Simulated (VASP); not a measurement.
# TiC (R-3m) in VASP: notebook

TiC is run at these levels: PBE; tasks: electric field gradients.

Program: VASP 6.6.1. These are calculated values, not measurements. Logs are shortened: lines on timing, memory, paths and dates and some standing lists are left out, and cuts for length are marked.

## Step 1: The cell of the first run

It takes space group R-3m (No. 166, trigonal). The conventional cell has a = 3.091 Å, b = 3.091 Å, c = 7.346 Å, α = 90.00°, β = 90.00°, γ = 120.00°. Ti (site symmetry -3m) has 6 C at 2.16 Å within 2.9 Å. Within 2.9 Å of C (site symmetry -3m) lie 6 Ti at 2.16 Å.

## Step 2: Electric field gradients, PBE (equal xy, yz and zx shear strains of -2 %)

Contents of INCAR:

```
SYSTEM = TiC
  PREC = Accurate
  ENCUT = 520
  EDIFF = 1E-8
  ISMEAR = -1
  SIGMA = 0.03
  LREAL = .False.
  LASPH = .True.
  NELM = 60
  ALGO = Normal
  ISIF = 2
  LWAVE = .False.
  LCHARG = .False.
  GGA = PE
  LEFG = .True.
  NBANDS = 15
```

Contents of KPOINTS:

```
regular mesh
0
Gamma
  16 16 16
  0 0 0
```

Contents of POSCAR:

```
TiC
1.0
   -0.0432800000      2.1423600000      2.1423600000
    2.1423600000     -0.0432800000      2.1423600000
    2.1423600000      2.1423600000     -0.0432800000
Ti C
1 1
Direct
    0.0000000000      0.0000000000      0.0000000000
    0.5000000000      0.5000000000      0.5000000000
```

Potentials or basis: VASP PAW PBE potentials, release 64 (Ti_sv, C).

Command:

```bash
cat potpaw_PBE.64/Ti_sv/POTCAR potpaw_PBE.64/C/POTCAR > POTCAR
mpirun -np 1 vasp_std > vasp.out
```

OUTCAR:

```text
SYSTEM = TiC
   PREC = Accurate
   ENCUT = 520
   EDIFF = 1E-8
   ISMEAR = -1
   LREAL = .False.
   LASPH = .True.
   NELM = 60
   ISIF = 2
   GGA = PE

 ion  position               nearest neighbor table
   1  0.000  0.000  0.000-   2 2.16   2 2.16   2 2.16   2 2.16   2 2.16   2 2.16
   2  0.500  0.500  0.500-   1 2.16   1 2.16   1 2.16   1 2.16   1 2.16   1 2.16

  LATTYP: Found a trigonal (rhomboedric) cell.
 ALAT       =     3.0300636788
 COS(alpha) =     0.4797000918

  Lattice vectors:

 A1 = (  -0.0432800000,   2.1423600000,   2.1423600000)
 A2 = (   2.1423600000,  -0.0432800000,   2.1423600000)
 A3 = (   2.1423600000,   2.1423600000,  -0.0432800000)

Analysis of symmetry for initial positions (statically):
=====================================================================
 Subroutine PRICEL returns:
 Original cell was already a primitive cell.

 Routine SETGRP: Setting up the symmetry group for a
 trigonal (rhombohedral) supercell.

 Subroutine GETGRP returns: Found 12 space group operations
 (whereof 12 operations were pure point group operations)
 out of a pool of 12 trial point group operations.

The static configuration has the point symmetry D_3d.

Analysis of symmetry for dynamics (positions and initial velocities):
=====================================================================
 Subroutine PRICEL returns:
 Original cell was already a primitive cell.

 Routine SETGRP: Setting up the symmetry group for a
 trigonal (rhombohedral) supercell.

 Subroutine GETGRP returns: Found 12 space group operations
 (whereof 12 operations were pure point group operations)
 out of a pool of 12 trial point group operations.

The dynamic configuration has the point symmetry D_3d.

 Subroutine INISYM returns: Found 12 space group operations
 (whereof 12 operations are pure point group operations),
 and found     1 'primitive' translations

----------------------------------------------------------------------------------------

                                     Primitive cell

  volume of cell :      20.2615

  direct lattice vectors                    reciprocal lattice vectors
    -0.043280000  2.142360000  2.142360000    -0.226431599  0.231100291  0.231100291
     2.142360000 -0.043280000  2.142360000     0.231100291 -0.226431599  0.231100291
     2.142360000  2.142360000 -0.043280000     0.231100291  0.231100291 -0.226431599

  length of vectors
     3.030063679  3.030063679  3.030063679     0.397600249  0.397600249  0.397600249

  position of ions in fractional coordinates (direct lattice)
     0.000000000  0.000000000  0.000000000
     0.500000000  0.500000000  0.500000000

  ion indices of the primitive-cell ions
   primitive index   ion index
                 1           1
                 2           2

----------------------------------------------------------------------------------------

 KPOINTS: regular mesh

Automatic generation of k-mesh.
 Grid dimensions read from file:
 generate k-points for:   16   16   16

 Generating k-lattice:

  Cartesian coordinates                     Fractional coordinates (reciprocal lattice)
    -0.014151975  0.014443768  0.014443768     0.062500000 -0.000000000 -0.000000000
     0.014443768 -0.014151975  0.014443768    -0.000000000  0.062500000 -0.000000000
     0.014443768  0.014443768 -0.014151975    -0.000000000 -0.000000000  0.062500000

  Length of vectors
     0.024850016  0.024850016  0.024850016

  Shift w.r.t. Gamma in fractional coordinates (k-lattice)
     0.000000000  0.000000000  0.000000000

 Subroutine IBZKPT returns following result:
 ===========================================

 Found    417 irreducible k-points:

 Following reciprocal coordinates:
            Coordinates               Weight
  0.000000  0.000000  0.000000      1.000000
  0.062500 -0.000000 -0.000000      6.000000
  0.125000 -0.000000 -0.000000      6.000000
  0.187500  0.000000  0.000000      6.000000
  0.250000 -0.000000 -0.000000      6.000000
  0.312500 -0.000000 -0.000000      6.000000
[... 16 lines left out ...]
 -0.125000  0.062500 -0.000000     12.000000
 -0.062500  0.062500  0.000000      6.000000
 [... further k-points ...]
   k-points           NKPTS =    417   k-points in BZ     NKDIM =    417   number of bands    NBANDS=     15
   number of dos      NEDOS =    301   number of ions     NIONS =      2
   total plane-waves  NPLWV =  13824
   dimension x,y,z NGX =    24 NGY =   24 NGZ =   24
   dimension x,y,z NGXF=    48 NGYF=   48 NGZF=   48
   ions per type =               1   1
   NGX,Y,Z   is equivalent  to a cutoff of  13.17, 13.17, 13.17 a.u.
   NGXF,Y,Z  is equivalent  to a cutoff of  26.34, 26.34, 26.34 a.u.
 SYSTEM =  TiC
   PREC   = accura    normal or accurate (medium, high low for compatibility)
   ISTART =      0    job   : 0-new  1-cont  2-samecut
   ICHARG =      2    charge: 1-file 2-atom 10-const
   ISPIN  =      1    spin polarized calculation?
   LNONCOLLINEAR =      F non collinear calculations
   LSORBIT =      F    spin-orbit coupling
   LASPH  =      T    aspherical Exc in radial PAW
   ENCUT  =  520.0 eV  38.22 Ry    6.18 a.u.   5.63  5.63  5.63*2*pi/ulx,y,z
   NELM   =     60;   NELMIN=  2; NELMDL= -5     # of ELM steps
   EDIFF  = 0.1E-07   stopping-criterion for ELM
   LREAL  =      F    real-space projection
   EDIFFG = 0.1E-06   stopping-criterion for IOM
   NSW    =      0    number of steps for IOM
   IBRION =     -1    ionic relax: 0-MD 1-quasi-New 2-CG
   NFREE  =      0    steps in history (QN), initial steepest desc. (CG)
   ISIF   =      2    stress and relaxation
   ISYM   =      2    0-nonsym 1-usesym 2-fastsym
   POTIM  = 0.5000    time-step for ionic-motion
   TEBEG  =    0.0;   TEEND  =   0.0 temperature during run
   PSTRESS=    0.0 pullay stress
   NELECT =      16.0000    total number of electrons
   NUPDOWN=      -1.0000    fix difference up-down
   EMIN   =  10.00;   EMAX   =-10.00  energy-range for DOS
   EFERMI =   0.00;   METHOD = LEGACY
   ISMEAR =    -1;   SIGMA  =   0.03  broadening in eV -4-tet -1-fermi 0-gaus
   EFERMI_NEDOS =   21; number of points for ismear=-14 and -15
   IALGO  =     38    algorithm
   IMIX   =      4    mixing-type and parameters
     AMIX     =   0.40;   BMIX     =  1.00
     AMIX_MAG =   1.60;   BMIX_MAG =  1.00
  volume/ion in A,a.u.               =      10.13        68.37
  Fermi-wavevector in a.u.,A,eV,Ry     =   1.513182  2.859500 31.153547  2.289721
  Thomas-Fermi vector in A             =   2.623008
   LORBIT       =      0    0 simple, 1 ext, 2 COOP (PROOUT), +10 PAW based schemes
   GGA     = PE    functional components
   LHFCALC =     F    Hartree Fock is set to
   AEXX    =    0.0000 exact exchange contribution
   IVDW    =     0    specifies the selected vdW correction
   LEPSILON=     F    determine dielectric tensor
   LRPA    =     F    only Hartree local field effects (RPA)
 non-spin polarized calculation
  energy-cutoff  :      520.00
  volume of cell :       20.26
 maximum number of plane-waves:       556
   NGX = 11   NGY = 11   NGZ = 11

 number of electron      16.0000000 magnetization

 Free energy of the ion-electron system (eV)
  ---------------------------------------------------
  ext. energy  EPLUGINS =         0.00000000
  ---------------------------------------------------
  free energy    TOTEN  =       -18.69687887 eV

  energy without entropy =      -18.69616594  energy(sigma->0) =      -18.69652240

 E-fermi :   9.4455     XC(G=0): -12.7122

 val. band max:        9.4380790412   @ k =   0.1250   0.1250   0.0625
 cond. band min:       9.4804767470   @ k =   0.4375   0.4375  -0.0000
 fundamental gap:      0.0423977058
 Fermi energy:         9.4455199141

 k-point     1 :       0.0000    0.0000    0.0000
  band No.  band energies     occupation
      1     -47.1367      2.00000
      2     -23.1657      2.00000
      3     -23.1657      2.00000
      4     -23.1449      2.00000
      5      -2.9665      2.00000
      6      10.0374      0.00000
      7      10.0374      0.00000
      8      10.3282      0.00000
      9      11.0462      0.00000
     10      11.0462      0.00000
     11      11.1726      0.00000
     12      11.1726      0.00000
     13      11.2875      0.00000
     14      19.9707      0.00000
     15      23.5006      0.00000

 k-point     2 :       0.0625   -0.0000   -0.0000
  band No.  band energies     occupation
      1     -47.1340      2.00000
      2     -23.1838      2.00000
      3     -23.1672      2.00000
      4     -23.1483      2.00000
      5      -2.8788      2.00000
      6       9.6156      0.00688
      7       9.8153      0.00001
      8      10.0803      0.00000
      9      10.4592      0.00000
     10      10.5712      0.00000
     11      11.3215      0.00000
     12      12.1106      0.00000
     13      12.2122      0.00000
     14      20.1290      0.00000
     15      23.5333      0.00000

 k-point     3 :       0.1250   -0.0000   -0.0000
  band No.  band energies     occupation
      1     -47.1264      2.00000
      2     -23.2381      2.00000
      3     -23.1714      2.00000
      4     -23.1548      2.00000
      5      -2.6211      2.00000
      6       8.7443      2.00000
      7       9.0709      1.99999
      8       9.3038      1.98237
      9      10.5120      0.00000
     10      10.6688      0.00000
     11      11.6709      0.00000
     12      13.1770      0.00000
     13      13.2505      0.00000
     14      20.5138      0.00000
     15      23.5450      0.00000
[... 343 lines left out ...]
 k-point    23 :      -0.1250    0.0625   -0.0000
  band No.  band energies     occupation
      1     -47.1210      2.00000
      2     -23.2684      2.00000
      3     -23.1867      2.00000
      4     -23.1553      2.00000
      5      -2.4320      2.00000
      6       8.2727      2.00000
      7       8.6959      2.00000
      8       8.8360      2.00000
      9      10.5194      0.00000
     10      11.0218      0.00000
     11      12.0058      0.00000
     12      13.0307      0.00000
     13      14.1821      0.00000
     14      20.7775      0.00000
     15      23.5190      0.00000

 k-point    24 :      -0.0625    0.0625    0.0000
  band No.  band energies     occupation
      1     -47.1298      2.00000
      2     -23.2100      2.00000
      3     -23.1756      2.00000
      4     -23.1500      2.00000
      5      -2.7367      2.00000
      6       9.1661      1.99982
      7       9.3172      1.97264
      8       9.5071      0.22760
      9      10.3356      0.00000
     10      10.8712      0.00000
     11      11.7148      0.00000
     12      12.2254      0.00000
     13      13.1555      0.00000
     14      20.3722      0.00000
     15      23.5587      0.00000

 [... further k-points ...]

------------------------ aborting loop because EDIFF is reached ----------------------------------------

  FORCE on cell =-STRESS in cart. coord.  units (eV):
  Direction    XX          YY          ZZ          XY          YZ          ZX
  --------------------------------------------------------------------------------------
  -------------------------------------------------------------------------------------
  Total        0.1473728      0.1473728      0.1473728      0.3960832      0.3960832      0.3960832
  in kB       11.6535254     11.6535254     11.6535254     31.3203374     31.3203374     31.3203374
  external PRESSURE =      11.6535254 kB  Pullay stress =       0.0000000 kB

 VOLUME and BASIS-vectors are now :
 -----------------------------------------------------------------------------
  energy-cutoff  :      520.00
  volume of cell :       20.26
      direct lattice vectors                 reciprocal lattice vectors
    -0.043280000  2.142360000  2.142360000    -0.226431599  0.231100291  0.231100291
     2.142360000 -0.043280000  2.142360000     0.231100291 -0.226431599  0.231100291
     2.142360000  2.142360000 -0.043280000     0.231100291  0.231100291 -0.226431599

 POSITION                                       TOTAL-FORCE (eV/Angst)
 -----------------------------------------------------------------------------------
      0.00000      0.00000      0.00000         0.000000     -0.000000     -0.000000
      2.12072      2.12072      2.12072        -0.000000      0.000000      0.000000
 -----------------------------------------------------------------------------------
    total drift:                                0.000000     -0.000000     -0.000000

  FREE ENERGIE OF THE ION-ELECTRON SYSTEM (eV)
  ---------------------------------------------------
  free  energy   TOTEN  =       -18.6968788684 eV

  energy  without entropy=      -18.6961659395  energy(sigma->0) =      -18.69652240

 Electric field gradients (V/A^2)
---------------------------------------------------------------------
 ion       V_xx      V_yy      V_zz      V_xy      V_xz      V_yz
---------------------------------------------------------------------
   1       0.000    -0.000     0.000     0.611     0.611     0.611
   2       0.000     0.000    -0.000     1.059     1.059     1.059
---------------------------------------------------------------------

 Electric field gradients after diagonalization (V/A^2)
 (convention: |V_zz| > |V_xx| > |V_yy|)
----------------------------------------------------------------------
 ion       V_xx      V_yy      V_zz     asymmetry (V_yy - V_xx)/ V_zz
----------------------------------------------------------------------
   1      -0.611    -0.611     1.222       0.000
   2      -1.059    -1.059     2.117       0.000
----------------------------------------------------------------------

           NMR quadrupolar parameters

 Cq : quadrupolar parameter    Cq=e*Q*V_zz/h
 eta: asymmetry parameters     (V_yy - V_xx)/ V_zz
 Q  : nuclear electric quadrupole moment in mb (millibarn)
----------------------------------------------------------------------
 ion       Cq(MHz)       eta       Q (mb)
----------------------------------------------------------------------
   1       0.003       0.000       1.000
   2       0.005       0.000       1.000
----------------------------------------------------------------------
```

It took 76 s on 1 thread of Intel Xeon Platinum 8488C (Sapphire Rapids), shared host; peak memory 0.24 GiB.

What came out:

| Quantity | Value |
| --- | --- |
| Free energy | -18.6969 eV |
| Pressure | 1.2 GPa |
| Band gap on the k mesh | zero (band 8 reaches 10.33 eV, above the bottom of band 9 at 9.17 eV) |

Stress tensor (GPa, compression positive):
```
1.17 3.13 3.13
3.13 1.17 3.13
3.13 3.13 1.17
```

Levels at points of the mesh, in eV from the Fermi level:
```
           k point  band 5  band 6  band 7  band 8  band 9  band 10  band 11  band 12
(0.00, 0.00, 0.00)  -12.41    0.59    0.59    0.88    1.60     1.60     1.73     1.73
(0.50, 0.00, 0.00)   -8.97   -5.85   -2.98   -2.70    2.80     2.96     4.10     8.08
(0.50, 0.50, 0.00)  -10.12   -3.44   -1.62   -0.17    0.11     2.71     3.52     3.54
(0.50, 0.50, 0.50)   -8.76   -5.84   -3.08   -3.08    3.00     3.00     4.23     7.97
```

Electric field gradients, principal values (V/Å²):
```
atom   least  middle  greatest (by size)
1 Ti  -0.611  -0.611               1.222
 2 C  -1.059  -1.059               2.117
```

Caveat: the cell differs from its parent crystal (equal xy, yz and zx shear strains of -2 %); without QUAD_EFG the Cq values of the log hold for a quadrupole moment of 1 mb, not for the nuclei.

(Continued in part 2 of 2.)
